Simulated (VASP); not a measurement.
Input of a VASP 6.6.1 run:

File INCAR:

```
SYSTEM = TiCo
PREC = Accurate ; ENCUT = 520
EDIFF = 1E-7 ; ISMEAR = -1
SIGMA = 0.03 ; LREAL = .False.
LASPH = .True. ; NELM = 150
ALGO = Normal ; ISIF = 2
LWAVE = .False. ; LCHARG = .True.
LMAXMIX = 4 ; LDAU = .True.
LDAUTYPE = 2 ; LDAUL = 2 -1
LDAUU = 1 0 ; LDAUJ = 0 0
LDAUPRINT = 1 ; GGA = PE
LELF = .True. ; LVHAR = .True.
NBANDS = 18
```

The input KPOINTS:

```
Automatic mesh
0
Gamma
  13 13 13
  0 0 0
```

The input POSCAR:

```
TiCo
1.0
    2.9354891599      0.0000000000      0.0000000000
    0.0000000000      2.9354891599      0.0000000000
    0.0000000000      0.0000000000      2.9354891599
Ti Co
1 1
Direct
    0.0000000000      0.0000000000      0.0000000000
    0.5000000000      0.5000000000      0.5000000000
```

Potentials or basis: VASP PAW PBE potentials, release 64 (Ti_sv, Co).

Run with:

```bash
$ cat potpaw_PBE.64/Ti_sv/POTCAR potpaw_PBE.64/Co/POTCAR > POTCAR
$ mpirun -np 1 vasp_std > vasp.out
```

Task: Estimate the pressure.

Result: 8.6 GPa.

Eigenvalues of the final occupation matrices:
| site | spin | trace | eigenvalues |
| --- | --- | --- | --- |
| site 1 d | 1 | 0.94 | 0.16 0.16 0.21 0.21 0.21 |
| site 1 d | 2 | 0.94 | 0.16 0.16 0.21 0.21 0.21 |

Caveat: U without spin polarisation on a metal has little footing; the U is typed as a test and isn't derived for this compound. Spin polarisation is off, so any magnetic state and its effect on volume and gap are missing.
